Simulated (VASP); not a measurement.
# Pb3Cl: single point with r2SCAN

The system is Pb3Cl.

```
Pb Cl
1.0
     4.44014    0.00000    0.00000
     0.00000    4.44014    0.00000
     0.00000    0.00000    6.20684
Pb Cl
3 1
Direct
  0.50000 0.50000 0.00000
  0.00000 0.50000 0.50000
  0.50000 0.00000 0.50000
  0.00000 0.00000 0.00000
```

* Program: VASP 6.6.1
* Task: single point
* Functional: r2SCAN
* Potentials or basis: VASP PAW PBE potentials, release 64 (Pb_d, Cl)
* Cutoff: 520 eV
* k mesh: 7 × 7 × 7
* Occupations: fermi-dirac, width 0.1 eV
* Spin: no spin polarisation

```yaml
Pressure: 0.0 GPa
Band_gap_on_the_k_mesh: zero (an odd number of electrons rules out a gap without spin polarisation)
```

Levels at points of the mesh, in eV from the Fermi level:
| k point | band 22 | band 23 | band 24 | band 25 | band 26 | band 27 | band 28 | band 29 |
| --- | --- | --- | --- | --- | --- | --- | --- | --- |
| (0.00, 0.00, 0.00) | -4.85 | -1.70 | -1.15 | -1.15 | 3.09 | 3.26 | 3.26 | 4.20 |

Run time: 19 min on 1 thread of AMD EPYC 7R43 64-Core Processor (Zen 3) (shared host), peak memory 0.28 GiB.

Caveat: the PAW data sets were made with another functional, which shifts forces and pressure a little; spin-orbit coupling is left out, which moves the levels of the heavy elements; an odd number of electrons without spin polarisation forces a metal; a magnetic or distorted state may lie lower.
